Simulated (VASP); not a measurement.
Here is a VASP 6.6.1 calculation.

Contents of INCAR:

```
PREC     = Accurate       # precision mode
ENCUT    = 520            # plane-wave cutoff, eV
EDIFF    = 1E-6           # SCF threshold, eV
ISMEAR   = -1             # smearing method
SIGMA    = 0.1            # smearing width, eV
LREAL    = False          # projectors in reciprocal space
LASPH    = True           # aspherical terms in the spheres
NELM     = 100            # most SCF steps
ALGO     = Normal         # electronic algorithm
ISIF     = 2              # what is computed and relaxed
LWAVE    = False          # write WAVECAR
LCHARG   = False          # write CHGCAR
NBANDS   = 36             # bands
```

File KPOINTS:

```
regular mesh
0
Gamma
  8 8 8
```

File POSCAR:

```
ZnRh3
1.0
   -1.8981420000      1.8981420000      3.7881810000
    1.8981420000     -1.8981420000      3.7881810000
    1.8981420000      1.8981420000     -3.7881810000
Zn Rh
1 3
Direct
    0.0000000000      0.0000000000      0.0000000000
    0.7500000000      0.2500000000      0.5000000000
    0.2500000000      0.7500000000      0.5000000000
    0.5000000000      0.5000000000      0.0000000000
```

Potentials or basis: VASP PAW LDA potentials, release 64 (Zn, Rh_pv).

The run is started by

```console
$ cat potpaw_LDA.64/Zn/POTCAR potpaw_LDA.64/Rh_pv/POTCAR > POTCAR
$ mpirun -np 1 vasp_std > vasp.out
```

(1) Estimate the band gap on the k mesh.

(2) Predict the pressure.

Answers

(1) zero (an odd number of electrons rules out a gap without spin polarisation).

(2) -9.2 GPa.

Caveat: the cell stands under tension.
